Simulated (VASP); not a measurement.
**Ti3SiN3: relaxation of the atoms with PBE**

The system is Ti3SiN3, a slab with vacuum.

```
N Ti Si
1.0
     3.00286    0.00000    0.00000
    -1.50143    2.60055    0.00000
     0.00000    0.00000   21.55415
N Ti Si
3 3 1
Direct
  0.33333 0.66667 0.18558
  0.00000 0.00000 0.29933
  0.66667 0.33333 0.41473
  0.66667 0.33333 0.24245
  0.33333 0.66667 0.35751
  0.00000 0.00000 0.46646
  0.16667 0.33333 0.57751
```

* Program: VASP 6.6.1
* Task: relaxation of the atoms
* Functional: PBE
* Potentials or basis: VASP PAW PBE potentials, release 64 (N, Ti_sv, Si)
* Cutoff: 520 eV
* k mesh: 9 × 9 × 1
* Occupations: gaussian, width 0.1 eV
* Spin: no spin polarisation
* Dipole correction: yes
* Atoms held fixed (from 0): [0, 1, 2, 3, 4, 5]
* Further INCAR settings: ALGO = Normal; EDIFF = 1e-06; IBRION = 2; EDIFFG = -0.025; NSW = 36
* Atoms held along some axes (from 0): atom 6 along a and b

* Energy gained by relaxing: 0.2 meV/atom
* Ionic steps: 3
* Band gap on the k mesh: zero (an odd number of electrons rules out a gap without spin polarisation)

Step by step:
| step | energy change (eV) | largest force on free atoms (eV/Å) | pressure (GPa) |
| --- | --- | --- | --- |
| 1 | 0.0000 | 0.1192 | -3.00 |
| 2 | -0.0006 | 0.0900 | -2.97 |
| 3 | -0.0014 | 0.0021 | -2.88 |

Final structure:
```
N Ti Si
1.0
     3.00286    0.00000    0.00000
    -1.50143    2.60055    0.00000
     0.00000    0.00000   21.55415
N Ti Si
3 3 1
Direct
  0.33333 0.66667 0.18558
  0.00000 0.00000 0.29933
  0.66667 0.33333 0.41473
  0.66667 0.33333 0.24246
  0.33333 0.66667 0.35751
  0.00000 0.00000 0.46646
  0.16667 0.33333 0.57644
```

Levels at points of the mesh, in eV from the Fermi level:
```
           k point  band 25  band 26  band 27  band 28  band 29  band 30  band 31  band 32
(0.00, 0.00, 0.00)    -0.25    -0.25     0.33     0.34     0.48     1.55     1.57     1.78
```

Wall time 5.8 min on 1 thread of Intel(R) Xeon(R) Platinum 8559C (Emerald Rapids), with other jobs on the host, peak memory 0.36 GiB.

Caveat: an odd number of electrons without spin polarisation forces a metal; a magnetic or distorted state may lie lower.
